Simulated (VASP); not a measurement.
# Sn (Fd-3m) in VASP: notebook

Runs on Sn. Level: PBE+D3(BJ). Tasks: single point.

All numbers are computed with VASP 6.6.1; they aren't measurements. Logs are shortened: lines on timing, memory, paths and dates and some standing lists are left out, and cuts for length are marked.

## Step 1: The cell of the first run

It takes space group Fd-3m (No. 227, cubic). Conventional cell: a = 6.379 Å, b = 6.379 Å, c = 6.379 Å, α = 90.00°, β = 90.00°, γ = 90.00°. Sn (site symmetry -43m) has 4 Sn at 2.76 Å within 3.6 Å.

## Step 2: Single point, PBE+D3(BJ)

INCAR reads:

```
PREC = Accurate
ENCUT = 520
EDIFF = 1E-6
ISMEAR = 1
SIGMA = 0.2
LREAL = False
LASPH = True
NELM = 60
ALGO = Normal
ISIF = 2
LWAVE = False
LCHARG = True
GGA = PE
IVDW = 12
LELF = True
LVHAR = True
NBANDS = 21
```

KPOINTS reads:

```
Automatic mesh
0
Gamma
  8 8 8
```

POSCAR reads:

```
Sn
1.0
    0.0000000000      3.1896408594      3.1896408594
    3.1896408594      0.0000000000      3.1896408594
    3.1896408594      3.1896408594      0.0000000000
Sn
2
Direct
    0.0000000000      0.0000000000      0.0000000000
    0.2500000000      0.2500000000      0.2500000000
```

Potentials or basis: VASP PAW PBE potentials, release 64 (Sn_d).

The run is started by

```
$ cat potpaw_PBE.64/Sn_d/POTCAR > POTCAR
$ mpirun -np 1 vasp_std > vasp.out
```

OUTCAR:

```text
PREC = Accurate
   ENCUT = 520
   EDIFF = 1E-6
   ISMEAR = 1
   LREAL = False
   LASPH = True
   NELM = 60
   ISIF = 2
   GGA = PE
   IVDW = 12
 IVDW          = 12

 ion  position               nearest neighbor table
   1  0.000  0.000  0.000-   2 2.76   2 2.76   2 2.76   2 2.76
   2  0.250  0.250  0.250-   1 2.76   1 2.76   1 2.76   1 2.76

  LATTYP: Found a face centered cubic cell.
 ALAT       =     6.3792817188

  Lattice vectors:

 A1 = (   0.0000000000,   3.1896408594,   3.1896408594)
 A2 = (   3.1896408594,   0.0000000000,   3.1896408594)
 A3 = (   3.1896408594,   3.1896408594,   0.0000000000)

Analysis of symmetry for initial positions (statically):
=====================================================================
 Subroutine PRICEL returns:
 Original cell was already a primitive cell.

 Routine SETGRP: Setting up the symmetry group for a
 face centered cubic supercell.

 Subroutine GETGRP returns: Found 48 space group operations
 (whereof 24 operations were pure point group operations)
 out of a pool of 48 trial point group operations.

The static configuration has the point symmetry T_d .
 The point group associated with its full space group is O_h .

Analysis of symmetry for dynamics (positions and initial velocities):
=====================================================================
 Subroutine PRICEL returns:
 Original cell was already a primitive cell.

 Routine SETGRP: Setting up the symmetry group for a
 face centered cubic supercell.

 Subroutine GETGRP returns: Found 48 space group operations
 (whereof 24 operations were pure point group operations)
 out of a pool of 48 trial point group operations.

The dynamic configuration has the point symmetry T_d .
 The point group associated with its full space group is O_h .

 Subroutine INISYM returns: Found 48 space group operations
 (whereof 24 operations are pure point group operations),
 and found     1 'primitive' translations

----------------------------------------------------------------------------------------

                                     Primitive cell

  volume of cell :      64.9016

  direct lattice vectors                    reciprocal lattice vectors
     0.000000000  3.189640859  3.189640859    -0.156757460  0.156757460  0.156757460
     3.189640859  0.000000000  3.189640859     0.156757460 -0.156757460  0.156757460
     3.189640859  3.189640859  0.000000000     0.156757460  0.156757460 -0.156757460

  length of vectors
     4.510833362  4.510833362  4.510833362     0.271511885  0.271511885  0.271511885

  position of ions in fractional coordinates (direct lattice)
     0.000000000  0.000000000  0.000000000
     0.250000000  0.250000000  0.250000000

  ion indices of the primitive-cell ions
   primitive index   ion index
                 1           1
                 2           2

----------------------------------------------------------------------------------------

 KPOINTS: Automatic mesh

Automatic generation of k-mesh.
 Grid dimensions read from file:
 generate k-points for:    8    8    8

 Generating k-lattice:

  Cartesian coordinates                     Fractional coordinates (reciprocal lattice)
    -0.019594683  0.019594683  0.019594683     0.125000000  0.000000000  0.000000000
     0.019594683 -0.019594683  0.019594683     0.000000000  0.125000000  0.000000000
     0.019594683  0.019594683 -0.019594683     0.000000000  0.000000000  0.125000000

  Length of vectors
     0.033938986  0.033938986  0.033938986

  Shift w.r.t. Gamma in fractional coordinates (k-lattice)
     0.000000000  0.000000000  0.000000000

 Subroutine IBZKPT returns following result:
 ===========================================

 Found     29 irreducible k-points:

 Following reciprocal coordinates:
            Coordinates               Weight
  0.000000  0.000000  0.000000      1.000000
  0.125000  0.000000  0.000000      8.000000
  0.250000  0.000000  0.000000      8.000000
  0.375000  0.000000  0.000000      8.000000
  0.500000  0.000000  0.000000      4.000000
  0.125000  0.125000  0.000000      6.000000
[... 16 lines left out ...]
  0.500000  0.250000  0.125000     48.000000
 -0.375000  0.250000  0.125000     24.000000
 [... further k-points ...]
   k-points           NKPTS =     29   k-points in BZ     NKDIM =     29   number of bands    NBANDS=     21
   number of dos      NEDOS =    301   number of ions     NIONS =      2
   total plane-waves  NPLWV =  46656
   dimension x,y,z NGX =    36 NGY =   36 NGZ =   36
   dimension x,y,z NGXF=    72 NGYF=   72 NGZF=   72
   ions per type =               2
   NGX,Y,Z   is equivalent  to a cutoff of  13.27, 13.27, 13.27 a.u.
   NGXF,Y,Z  is equivalent  to a cutoff of  26.54, 26.54, 26.54 a.u.
 SYSTEM =  unknown system
   PREC   = accura    normal or accurate (medium, high low for compatibility)
   ISTART =      0    job   : 0-new  1-cont  2-samecut
   ICHARG =      2    charge: 1-file 2-atom 10-const
   ISPIN  =      1    spin polarized calculation?
   LNONCOLLINEAR =      F non collinear calculations
   LSORBIT =      F    spin-orbit coupling
   LASPH  =      T    aspherical Exc in radial PAW
   ENCUT  =  520.0 eV  38.22 Ry    6.18 a.u.   8.39  8.39  8.39*2*pi/ulx,y,z
   NELM   =     60;   NELMIN=  2; NELMDL= -5     # of ELM steps
   EDIFF  = 0.1E-05   stopping-criterion for ELM
   LREAL  =      F    real-space projection
   EDIFFG = 0.1E-04   stopping-criterion for IOM
   NSW    =      0    number of steps for IOM
   IBRION =     -1    ionic relax: 0-MD 1-quasi-New 2-CG
   NFREE  =      0    steps in history (QN), initial steepest desc. (CG)
   ISIF   =      2    stress and relaxation
   ISYM   =      2    0-nonsym 1-usesym 2-fastsym
   POTIM  = 0.5000    time-step for ionic-motion
   TEBEG  =    0.0;   TEEND  =   0.0 temperature during run
   PSTRESS=    0.0 pullay stress
   NELECT =      28.0000    total number of electrons
   NUPDOWN=      -1.0000    fix difference up-down
   EMIN   =  10.00;   EMAX   =-10.00  energy-range for DOS
   EFERMI =   0.00;   METHOD = LEGACY
   ISMEAR =     1;   SIGMA  =   0.20  broadening in eV -4-tet -1-fermi 0-gaus
   EFERMI_NEDOS =   21; number of points for ismear=-14 and -15
   IALGO  =     38    algorithm
   IMIX   =      4    mixing-type and parameters
     AMIX     =   0.40;   BMIX     =  1.00
     AMIX_MAG =   1.60;   BMIX_MAG =  1.00
  volume/ion in A,a.u.               =      32.45       218.99
  Fermi-wavevector in a.u.,A,eV,Ry     =   1.237017  2.337623 20.819791  1.530211
  Thomas-Fermi vector in A             =   2.371602
   LORBIT       =      0    0 simple, 1 ext, 2 COOP (PROOUT), +10 PAW based schemes
   GGA     = PE    functional components
   LHFCALC =     F    Hartree Fock is set to
   AEXX    =    0.0000 exact exchange contribution
   IVDW    =    12    specifies the selected vdW correction
   LEPSILON=     F    determine dielectric tensor
   LRPA    =     F    only Hartree local field effects (RPA)
 non-spin polarized calculation
 Methfessel and Paxton  Order N= 1 SIGMA  =   0.20
  energy-cutoff  :      520.00
  volume of cell :       64.90
 maximum number of plane-waves:      1807
 NGX is ok and might be reduce to    36
   NGX = 17   NGY = 17   NGZ = 17

 number of electron      28.0000006 magnetization

 Free energy of the ion-electron system (eV)
  ---------------------------------------------------
  ext. energy  EPLUGINS =         0.00000000
  ---------------------------------------------------
  free energy    TOTEN  =        -7.53498059 eV

  energy without entropy =       -7.53625010  energy(sigma->0) =       -7.53540376

 E-fermi :   6.2145     XC(G=0):  -9.1015

 val. band max:        5.9843790795   @ k =   0.1250   0.0000   0.0000
 cond. band min:       6.2928926235   @ k =   0.0000   0.0000   0.0000
 fundamental gap:      0.3085135440
 Fermi energy:         6.2145032683

 k-point     1 :       0.0000    0.0000    0.0000
  band No.  band energies     occupation
      1     -15.5899      2.00000
      2     -15.5899      2.00000
      3     -15.5899      2.00000
      4     -15.5229      2.00000
      5     -15.5229      2.00000
      6     -15.1692      2.00000
[... 13 lines left out ...]
     20      14.2913      0.00000
     21      14.2913      0.00000

 k-point     2 :       0.1250    0.0000    0.0000
  band No.  band energies     occupation
      1     -15.6024      2.00000
      2     -15.6024      2.00000
      3     -15.5857      2.00000
      4     -15.5051      2.00000
      5     -15.5051      2.00000
      6     -15.1921      2.00000
[... 13 lines left out ...]
     20      13.3400      0.00000
     21      13.3400      0.00000

 k-point     3 :       0.2500    0.0000    0.0000
  band No.  band energies     occupation
      1     -15.6193      2.00000
      2     -15.6193      2.00000
      3     -15.5755      2.00000
      4     -15.4769      2.00000
      5     -15.4769      2.00000
      6     -15.2165      2.00000
[... 13 lines left out ...]
     20      13.1314      0.00000
     21      13.1314      0.00000

 k-point     4 :       0.3750    0.0000    0.0000
  band No.  band energies     occupation
      1     -15.6286      2.00000
      2     -15.6286      2.00000
      3     -15.5648      2.00000
      4     -15.4587      2.00000
      5     -15.4587      2.00000
      6     -15.2300      2.00000
[... 13 lines left out ...]
     20      14.0157      0.00000
     21      14.0157      0.00000

 k-point     5 :       0.5000    0.0000    0.0000
  band No.  band energies     occupation
      1     -15.6311      2.00000
      2     -15.6311      2.00000
      3     -15.5603      2.00000
      4     -15.4533      2.00000
      5     -15.4533      2.00000
      6     -15.2334      2.00000
[... 13 lines left out ...]
     20      15.1481      0.00000
     21      15.1481      0.00000
[... 382 lines left out ...]
     20      15.9127      0.00000
     21      16.8512      0.00000

 k-point    22 :       0.3750    0.2500    0.1250
  band No.  band energies     occupation
      1     -15.6361      2.00000
      2     -15.6339      2.00000
      3     -15.5605      2.00000
      4     -15.4639      2.00000
      5     -15.4187      2.00000
      6     -15.3002      2.00000
[... 13 lines left out ...]
     20      14.3576      0.00000
     21      14.7245      0.00000

 k-point    23 :       0.5000    0.2500    0.1250
  band No.  band energies     occupation
      1     -15.6569      2.00000
      2     -15.6438      2.00000
      3     -15.5245      2.00000
      4     -15.4389      2.00000
      5     -15.3973      2.00000
      6     -15.3158      2.00000
[... 13 lines left out ...]
     20      14.1858      0.00000
     21      15.3934      0.00000

 k-point    24 :      -0.3750    0.2500    0.1250
  band No.  band energies     occupation
      1     -15.6655      2.00000
      2     -15.6463      2.00000
      3     -15.5078      2.00000
      4     -15.4204      2.00000
      5     -15.3994      2.00000
      6     -15.3087      2.00000
[... 13 lines left out ...]
     20      14.8440      0.00000
     21      15.4817      0.00000

 [... further k-points ...]

------------------------ aborting loop because EDIFF is reached ----------------------------------------

 Edisp (eV)   -0.65027

 E8    (eV) :    -0.3156

  FORCE on cell =-STRESS in cart. coord.  units (eV):
  Direction    XX          YY          ZZ          XY          YZ          ZX
  --------------------------------------------------------------------------------------
  -------------------------------------------------------------------------------------
  Total       1.76209     1.76209     1.76209    -0.00000     0.00000    -0.00000
  in kB      43.49945    43.49945    43.49945    -0.00000     0.00000    -0.00000
  external pressure =       43.50 kB  Pullay stress =        0.00 kB

 VOLUME and BASIS-vectors are now :
 -----------------------------------------------------------------------------
  energy-cutoff  :      520.00
  volume of cell :       64.90
      direct lattice vectors                 reciprocal lattice vectors
     0.000000000  3.189640859  3.189640859    -0.156757460  0.156757460  0.156757460
     3.189640859  0.000000000  3.189640859     0.156757460 -0.156757460  0.156757460
     3.189640859  3.189640859  0.000000000     0.156757460  0.156757460 -0.156757460

 POSITION                                       TOTAL-FORCE (eV/Angst)
 -----------------------------------------------------------------------------------
      0.00000      0.00000      0.00000        -0.000000      0.000000     -0.000000
      1.59482      1.59482      1.59482         0.000000     -0.000000      0.000000
 -----------------------------------------------------------------------------------
    total drift:                                0.000000      0.000000      0.000000

  FREE ENERGIE OF THE ION-ELECTRON SYSTEM (eV)
  ---------------------------------------------------
  free  energy   TOTEN  =        -8.1852538332 eV

  energy  without entropy=       -8.1865233379  energy(sigma->0) =       -8.18567700
```

It took 91 s on 1 thread of AMD EPYC 7R13, shared host; peak memory 0.19 GiB.

Results:

| Property | Result |
| --- | --- |
| Free energy | -8.1853 eV |
| Pressure | 4.3 GPa |
| Band gap on the k mesh | zero (filled and empty bands touch) |
| Dispersion energy per atom | -0.325 eV |

Levels at points of the mesh, in eV from the Fermi level:
| k point | band 11 | band 12 | band 13 | band 14 | band 15 | band 16 | band 17 | band 18 |
| --- | --- | --- | --- | --- | --- | --- | --- | --- |
| (0.00, 0.00, 0.00) | -10.97 | -0.28 | 0.08 | 0.08 | 0.08 | 2.15 | 2.15 | 2.15 |
| (0.50, 0.00, 0.00) | -9.24 | -6.51 | -1.21 | -1.21 | 0.09 | 3.24 | 3.24 | 5.59 |
| (0.50, 0.50, 0.00) | -7.70 | -7.70 | -2.64 | -2.64 | 0.75 | 0.75 | 8.05 | 8.05 |

Caveat: three body term missing; spin-orbit coupling is left out, which moves the levels of the heavy elements; pairwise dispersion overbinds metals, which lowers pressure and volume.

## Step 3: Single point, PBE+D3(BJ)

This run uses another cell than the first one, of 33.80 Å³/atom, 1.042 times its volume.

INCAR reads:

```
SYSTEM = Sn
PREC = Accurate
ENCUT = 520
EDIFF = 1E-7
ISMEAR = 1
SIGMA = 0.2
LREAL = .False.
LASPH = .True.
NELM = 60
ALGO = Normal
ISIF = 2
LWAVE = .False.
LCHARG = .False.
GGA = PE
IVDW = 12
NBANDS = 21
```

KPOINTS reads:

```
Automatic mesh
0
Gamma
  8 8 8
  0 0 0
```

POSCAR reads:

```
Sn
1.0
    0.0000000000      3.2333400000      3.2333400000
    3.2333400000      0.0000000000      3.2333400000
    3.2333400000      3.2333400000      0.0000000000
Sn
2
Direct
    0.0000000000      0.0000000000      0.0000000000
    0.2500000000      0.2500000000      0.2500000000
```

Potentials or basis: VASP PAW PBE potentials, release 64 (Sn_d).

The run is started by

```
$ cat potpaw_PBE.64/Sn_d/POTCAR > POTCAR
$ mpirun -np 1 vasp_std > vasp.out
```

Run time: 86 s. Hardware: 1 thread of AMD EPYC 7R13, shared host; peak memory 0.19 GiB.

The run converged. Its results:

```
Free energy                : -8.2399 eV
Pressure                   : 2.1 GPa
Band gap on the k mesh     : zero (band 14 reaches 5.84 eV, above the bottom of band 15 at 5.77 eV)
Dispersion energy per atom : -0.311 eV
```

Levels at points of the mesh, in eV from the Fermi level:
```tsv
k point	band 10	band 11	band 12	band 13	band 14	band 15	band 16	band 17	band 18	band 19
(0.00, 0.00, 0.00)	-21.28	-10.64	-0.53	0.12	0.12	0.12	2.20	2.20	2.20	5.06
(0.50, 0.00, 0.00)	-21.23	-9.00	-6.30	-1.10	-1.10	0.05	3.27	3.27	5.68	8.60
(0.50, 0.50, 0.00)	-21.21	-7.51	-7.51	-2.46	-2.46	0.85	0.85	7.83	7.83	9.43
```

Caveat: three body term missing; spin-orbit coupling is left out, which moves the levels of the heavy elements; pairwise dispersion overbinds metals, which lowers pressure and volume.
